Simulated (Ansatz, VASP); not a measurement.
# Two plane-wave programs on NbP

The input INCAR:

```
SYSTEM = NbP
  ALGO = Normal
  EDIFF = 1E-6
  ENCUT = 520
  GGA = CA
  ISIF = 2
  ISMEAR = 0
  LASPH = .True.
  LCHARG = .False.
  LREAL = .False.
  LWAVE = .False.
  NBANDS = 46
  NELM = 60
  PREC = Accurate
  SIGMA = 0.15
```

KPOINTS

```
k-points
0
Gamma
  14 14 4
  0 0 0
```

POSCAR

```
NbP
1.0
   -3.3250000000      0.0000000000      0.0000000000
    0.0000000000     -3.3250000000      0.0000000000
    0.0000000000      0.0000000000     11.3800000000
Nb P
4 4
Direct
    0.5000000000      0.5000000000      0.5000000000
    0.0000000000      0.0000000000      0.0000000000
    0.5000000000      0.0000000000      0.7500000000
    0.0000000000      0.5000000000      0.2500000000
    0.5000000000      0.5000000000      0.0000000000
    0.0000000000      0.0000000000      0.5000000000
    0.0000000000      0.5000000000      0.7500000000
    0.5000000000      0.0000000000      0.2500000000
```

Input for Ansatz:

```yaml
crystal:
  lattice:
    - [-3.325, 0.0, 0.0]
    - [0.0, -3.325, 0.0]
    - [0.0, 0.0, 11.38]
  atoms:
    - { symbol: Nb, position: [0.5, 0.5, 0.5] }
    - { symbol: Nb, position: [0.0, 0.0, 0.0] }
    - { symbol: Nb, position: [0.5, 0.0, 0.75] }
    - { symbol: Nb, position: [0.0, 0.5, 0.25] }
    - { symbol: P, position: [0.5, 0.5, 0.0] }
    - { symbol: P, position: [0.0, 0.0, 0.5] }
    - { symbol: P, position: [0.0, 0.5, 0.75] }
    - { symbol: P, position: [0.5, 0.0, 0.25] }
basis:
  ecutwfc: 420
kpoints:
  mp_grid: { grid: [14, 14, 4] }
hamiltonian:
  xc: lda
scf:
  occupations: { method: gaussian, width: 0.15 }
output:
  forces: true
  stress: true
  eigenvalues: true
```

Alike in both runs: task single point; functional LDA; k mesh 14 × 14 × 4; occupations gaussian, width 0.15 eV; no spin polarisation.

|  | VASP | Ansatz |
| --- | --- | --- |
| version | VASP 6.6.1 | Ansatz 0.2.0 |
| potentials or method | VASP PAW LDA potentials, release 64 (Nb_sv, P), cutoff 520 eV | scalar-relativistic, plane waves, PAW |
| valence electrons in the cell | 72 | 72 |

VASP gave:

* gap on the k mesh at the Fermi level (eV): none
* pressure (GPa): 10.3
* traceless stress, the component that is largest in VASP (GPa): -27.03

Question: Which values does Ansatz return?

Answer: gap on the k mesh at the Fermi level (eV): none; pressure (GPa): 10.5; traceless stress, the component that is largest in VASP (GPa): -27.11.

LDA's correlation is that of Perdew and Zunger in VASP and of Perdew and Wang (1992) in Ansatz. A gap of «none» marks a metal or a gap that the smearing closes.
